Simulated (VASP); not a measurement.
# SiNi (P2_13) in VASP: notebook, part 2 of 2

VASP 6.6.1. The steps go on from the part before.

**5. Single point, PBEsol (volume scaled by 0.91, then relaxed in part)**

File INCAR:

```
SYSTEM = SiNi
  PREC = Accurate
  ENCUT = 520
  EDIFF = 1E-6
  ISMEAR = 0
  SIGMA = 0.1
  LREAL = .FALSE.
  LASPH = .TRUE.
  NELM = 100
  ALGO = Normal
  ISIF = 2
  LWAVE = .FALSE.
  LCHARG = .FALSE.
  GGA = PS
  NBANDS = 38
```

File KPOINTS:

```
regular mesh
0
G
  8 8 8
  0 0 0
```

File POSCAR:

```
SiNi
1.0
    4.3297234457      0.0000000000      0.0000000000
    0.0000000000      4.3297234457      0.0000000000
    0.0000000000      0.0000000000      4.3297234457
Si Ni
4 4
Direct
    0.6530109317      0.1530109317      0.3469890683
    0.1530109317      0.3469890683      0.6530109317
    0.3469890683      0.6530109317      0.1530109317
    0.8469890683      0.8469890683      0.8469890683
    0.3496999273      0.8496999273      0.6503000727
    0.8496999273      0.6503000727      0.3496999273
    0.6503000727      0.3496999273      0.8496999273
    0.1503000727      0.1503000727      0.1503000727
```

Potentials or basis: VASP PAW PBE potentials, release 64 (Si, Ni).

Launch:

```bash
$ cat potpaw_PBE.64/Si/POTCAR potpaw_PBE.64/Ni/POTCAR > POTCAR
$ mpirun -np 1 vasp_std > vasp.out
```

OUTCAR:

```text
SYSTEM = SiNi
   PREC = Accurate
   ENCUT = 520
   EDIFF = 1E-6
   ISMEAR = 0
   LREAL = .FALSE.
   LASPH = .TRUE.
   NELM = 100
   ISIF = 2
   GGA = PS

 ion  position               nearest neighbor table
   1  0.653  0.153  0.347-   5 2.27   6 2.32   7 2.32   8 2.32   7 2.34   6 2.34   8 2.34   2 2.67
                             4 2.67   3 2.67   3 2.67   2 2.67   4 2.67
   2  0.153  0.347  0.653-   6 2.27   5 2.32   7 2.32   8 2.32   5 2.34   8 2.34   7 2.34   1 2.67
                             3 2.67   3 2.67   4 2.67   1 2.67   4 2.67
   3  0.347  0.653  0.153-   7 2.27   6 2.32   5 2.32   8 2.32   6 2.34   5 2.34   8 2.34   1 2.67
                             2 2.67   2 2.67   1 2.67   4 2.67   4 2.67
   4  0.847  0.847  0.847-   8 2.27   6 2.32   7 2.32   5 2.32   7 2.34   6 2.34   5 2.34   2 2.67
                             3 2.67   1 2.67   1 2.67   2 2.67   3 2.67
   5  0.350  0.850  0.650-   1 2.27   2 2.32   3 2.32   4 2.32   3 2.34   2 2.34   4 2.34   8 2.67
                             7 2.67   7 2.67   8 2.67   6 2.67   6 2.67
   6  0.850  0.650  0.350-   2 2.27   1 2.32   3 2.32   4 2.32   1 2.34   4 2.34   3 2.34   7 2.67
                             7 2.67   8 2.67   8 2.67   5 2.67   5 2.67
   7  0.650  0.350  0.850-   3 2.27   2 2.32   1 2.32   4 2.32   2 2.34   1 2.34   4 2.34   5 2.67
                             6 2.67   6 2.67   5 2.67   8 2.67   8 2.67
   8  0.150  0.150  0.150-   4 2.27   2 2.32   3 2.32   1 2.32   3 2.34   2 2.34   1 2.34   5 2.67
                             6 2.67   5 2.67   6 2.67   7 2.67   7 2.67

  LATTYP: Found a simple cubic cell.
 ALAT       =     4.3297234457

  Lattice vectors:

 A1 = (   4.3297234457,   0.0000000000,   0.0000000000)
 A2 = (   0.0000000000,   4.3297234457,   0.0000000000)
 A3 = (   0.0000000000,   0.0000000000,   4.3297234457)

Analysis of symmetry for initial positions (statically):
=====================================================================
 Subroutine PRICEL returns:
 Original cell was already a primitive cell.

 Routine SETGRP: Setting up the symmetry group for a
 simple cubic supercell.

 Subroutine GETGRP returns: Found 12 space group operations
 (whereof  3 operations were pure point group operations)
 out of a pool of 48 trial point group operations.

The static configuration has the point symmetry C_3 .
[... 157 lines left out ...]
   LRPA    =     F    only Hartree local field effects (RPA)
 non-spin polarized calculation
 Gauss-broadening in eV      SIGMA  =   0.10
  energy-cutoff  :      520.00
  volume of cell :       81.17
 maximum number of plane-waves:      2272
   NGX = 17   NGY = 17   NGZ = 17

 number of electron      55.9999992 magnetization

 Free energy of the ion-electron system (eV)
  ---------------------------------------------------
  ext. energy  EPLUGINS =         0.00000000
  ---------------------------------------------------
  free energy    TOTEN  =       -51.03542010 eV

  energy without entropy =      -51.02416444  energy(sigma->0) =      -51.02979227

 E-fermi :  13.8904     XC(G=0): -13.2755

 val. band max:       13.8783530581   @ k =  -0.1250   0.2500   0.0000
 cond. band min:      13.8968282162   @ k =   0.2500   0.2500   0.0000
 fundamental gap:      0.0184751581
 Fermi energy:        13.8904479379

 k-point     1 :       0.0000    0.0000    0.0000
  band No.  band energies     occupation
      1      -1.5927      2.00000
      2       4.2529      2.00000
      3       4.2529      2.00000
      4       4.2529      2.00000
      5       6.7301      2.00000
      6       6.7301      2.00000
[... 973 lines left out ...]
     37      18.7458      0.00000
     38      19.7822      0.00000

 [... further k-points ...]

------------------------ aborting loop because EDIFF is reached ----------------------------------------

  FORCE on cell =-STRESS in cart. coord.  units (eV):
  Direction    XX          YY          ZZ          XY          YZ          ZX
  --------------------------------------------------------------------------------------
  -------------------------------------------------------------------------------------
  Total       12.0704152     12.0704152     12.0704152     -0.0000000      0.0000000     -0.0000000
  in kB      238.2606490    238.2606490    238.2606490     -0.0000000      0.0000000     -0.0000000
  external PRESSURE =     238.2606490 kB  Pullay stress =       0.0000000 kB

 VOLUME and BASIS-vectors are now :
 -----------------------------------------------------------------------------
  energy-cutoff  :      520.00
  volume of cell :       81.17
      direct lattice vectors                 reciprocal lattice vectors
     4.329723446  0.000000000  0.000000000     0.230961634  0.000000000  0.000000000
     0.000000000  4.329723446  0.000000000     0.000000000  0.230961634  0.000000000
     0.000000000  0.000000000  4.329723446     0.000000000  0.000000000  0.230961634

 POSITION                                       TOTAL-FORCE (eV/Angst)
 -----------------------------------------------------------------------------------
      2.82736      0.66250      1.50237        -0.001500     -0.001500      0.001500
      0.66250      1.50237      2.82736        -0.001500      0.001500     -0.001500
      1.50237      2.82736      0.66250         0.001500     -0.001500     -0.001500
      3.66723      3.66723      3.66723         0.001500      0.001500      0.001500
      1.51410      3.67897      2.81562        -0.000937     -0.000937      0.000937
      3.67897      2.81562      1.51410        -0.000937      0.000937     -0.000937
      2.81562      1.51410      3.67897         0.000937     -0.000937     -0.000937
      0.65076      0.65076      0.65076         0.000937      0.000937      0.000937
 -----------------------------------------------------------------------------------
    total drift:                                0.000000      0.000000      0.000000

  FREE ENERGIE OF THE ION-ELECTRON SYSTEM (eV)
  ---------------------------------------------------
  free  energy   TOTEN  =       -51.0354200995 eV

  energy  without entropy=      -51.0241644447  energy(sigma->0) =      -51.02979227
```

Wall time 2.3 min (1 thread of Intel Xeon 8259CL, shared host); peak memory 0.25 GiB.

What came out:

```
Free energy            : -51.0354 eV
Pressure               : 23.8 GPa
Band gap on the k mesh : zero (band 28 reaches 15.12 eV, above the bottom of band 29 at 13.72 eV)
```

Forces on the atoms (eV/Å):
```
Si  -0.002 -0.002  0.002
Si  -0.002  0.002 -0.002
Si   0.002 -0.002 -0.002
Si   0.002  0.002  0.002
Ni  -0.001 -0.001  0.001
Ni  -0.001  0.001 -0.001
Ni   0.001 -0.001 -0.001
Ni   0.001  0.001  0.001
```

Caveat: the PAW data sets were made with another functional, which shifts forces and pressure a little. Spin polarisation is off, so any magnetic state and its effect on volume and gap are missing.

**6. Summary**

| task | cell | k mesh | gap on the mesh (eV) | pressure (GPa) | largest force (eV/Å) |
| --- | --- | --- | --- | --- | --- |
| relaxation of the atoms | atoms relaxed from a = 4.377 Å, 8 atoms | 8 × 8 × 8 | none | 14.6 | 0.01 |
| single point | a = 4.504 Å, 8 atoms | 4 × 4 × 4 | none | -4.2 | 0.04 |
| single point | a = 4.282 Å, 8 atoms | 8 × 8 × 8 | none | 34.8 | - |
| single point | a = 4.330 Å, 8 atoms | 8 × 8 × 8 | none | 23.8 | - |

Alike in all rows: level PBEsol; potentials or basis VASP PAW PBE potentials, release 64 (Si, Ni); no spin polarisation; cutoff (eV) 520; smearing gaussian 0.1 eV.

Caveats: the PAW data sets were made with another functional, which shifts forces and pressure a little.

Absolute energies hang on the potentials; compare differences alone.
